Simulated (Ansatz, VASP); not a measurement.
## Two plane-wave programs on SrVO3

```
Sr V O
1.0
     3.75380    0.00000    0.00000
     0.00000    3.75380    0.00000
     0.00000    0.00000    3.75380
Sr V O
1 1 3
Direct
  0.00000 0.00000 0.00000
  0.50000 0.50000 0.50000
  0.50000 0.50000 0.00000
  0.50000 0.00000 0.50000
  0.00000 0.50000 0.50000
```

Alike in both runs: task single point; functional PBE; k mesh 6 × 6 × 6; occupations gaussian, width 0.1 eV; collinear spin; Hubbard terms V d U = 3.25 eV.

|  | VASP | Ansatz |
| --- | --- | --- |
| version | VASP 6.6.1 | Ansatz development build ahead of 0.2.0 |
| potentials or method | VASP PAW PBE potentials, release 64 (Sr_sv, V_sv, O) | norm-conserving potentials, plane waves, scalar-relativistic |
| plane-wave cutoff (eV) | 520 | 1240 |

|  | VASP | Ansatz | Ansatz less VASP |
| --- | --- | --- | --- |
| net moment per atom (μB) | 0.20 | 0.20 | 0.000 |
| size of the moment on the site where the two differ most (μB) | 1.07 | 0.87 | -0.199 |

Site moments also hang on the region over which each program counts them. The programs project onto different local orbitals, so the same U acts differently, and such runs can settle in different states. Ansatz's warnings: filled band counts differ across k points, specified occupation not kept.
